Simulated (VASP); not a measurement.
# CoO: single point with LDA+U

The system is CoO.

```xyz
2
Lattice="0.0000 2.1315 2.1315 2.1315 0.0000 2.1315 2.1315 2.1315 0.0000" Properties=species:S:1:pos:R:3 pbc="T T T"
Co    0.0000    0.0000    0.0000
O     2.1315    2.1315    2.1315
```

```yaml
Program: VASP 6.6.1
Task: single point
Functional: LDA
Potentials_or_basis: VASP PAW LDA potentials, release 64 (Co_sv, O)
Cutoff: 600 eV
k_mesh: 8 × 8 × 8
Occupations: gaussian, width 0.05 eV
Spin: collinear spin, ferromagnetic start
Starting_moments: "[2.83, 0.28] μB"
Fixed_moment: 3 μB
Hubbard_terms: Co d U = 4.0 eV
Dipole_correction: no
Second_run: valence_matched
Further_INCAR_settings: ALGO = Normal; EDIFF = 1e-06; NBANDS = 22
```

```
Pressure                                              : -19.0 GPa
Net moment                                            : 3.00 μB per cell
Site moments                                          : Co +2.67; O +0.26 μB
Valence electrons inside the program's atomic spheres : Co 14.89; O 4.96
```

Eigenvalues of the final occupation matrices:
```csv
site,spin,trace,eigenvalues
site 1 d,1,4.68,0.92 0.92 0.92 0.96 0.96
site 1 d,2,2.03,0.11 0.11 0.60 0.60 0.60
```

Run time: 15 s on 1 thread of AMD EPYC 9R45 96-Core Processor (Zen 5) (shared host), peak memory 0.12 GiB.

Caveat: the total moment is fixed, so each spin has its own Fermi level; a cell with one magnetic atom can't hold antiferromagnetic order, which such compounds often take. The state reached can hang on the start; a lower one may exist.
